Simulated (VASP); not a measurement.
TiGePd3, 5 atoms in the cell. The structure is tetragonal, space group P4/mmm (No. 123). The conventional cell has a = 4.947 Å, b = 4.947 Å, c = 4.721 Å, α = 90.00°, β = 90.00°, γ = 90.00°. Within 3.3 Å of Ti (site symmetry 4/mmm) lie 4 Pd at 2.47 Å. Within 3.1 Å of Ge (site symmetry 4/mmm) lie 6 Pd at 2.36 to 2.47 Å. Within 3.3 Å of Pd (site symmetry mmm) lie 2 Ti at 2.47 Å and 2 Ge at 2.47 Å. Within 3.1 Å of Pd (site symmetry 4/mmm) lie 2 Ge at 2.36 Å. 

| Property | Result |
| --- | --- |
| Program | VASP 6.6.1 |
| Task | single point |
| Functional | PBE |
| Potentials or basis | VASP PAW PBE potentials, release 64 (Ti_sv, Ge_d, Pd) |
| Cutoff | 520 eV |
| k mesh | 4 × 4 × 4 |
| Occupations | gaussian, width 0.1 eV |
| Spin | no spin polarisation |
| Dipole correction | no |
| Further INCAR settings | ALGO = Fast; EDIFF = 1e-07; NBANDS = 36 |

Potentials or basis: VASP PAW PBE potentials, release 64 (Ti_sv, Ge_d, Pd).

Launch:

```bash
$ cat potpaw_PBE.64/Ti_sv/POTCAR potpaw_PBE.64/Ge_d/POTCAR potpaw_PBE.64/Pd/POTCAR > POTCAR
$ mpirun -np 1 vasp_std > vasp.out
```

Hardware: 1 thread of Intel(R) Xeon(R) 6975P-C (Granite Rapids), on a shared host.

**Question.** How long does it take, and how much memory?

**Answer.** Wall time 2.4 min on 1 thread of Intel(R) Xeon(R) 6975P-C (Granite Rapids) (shared host), peak memory 0.27 GiB. Counts: scf iterations 55, k points 18.
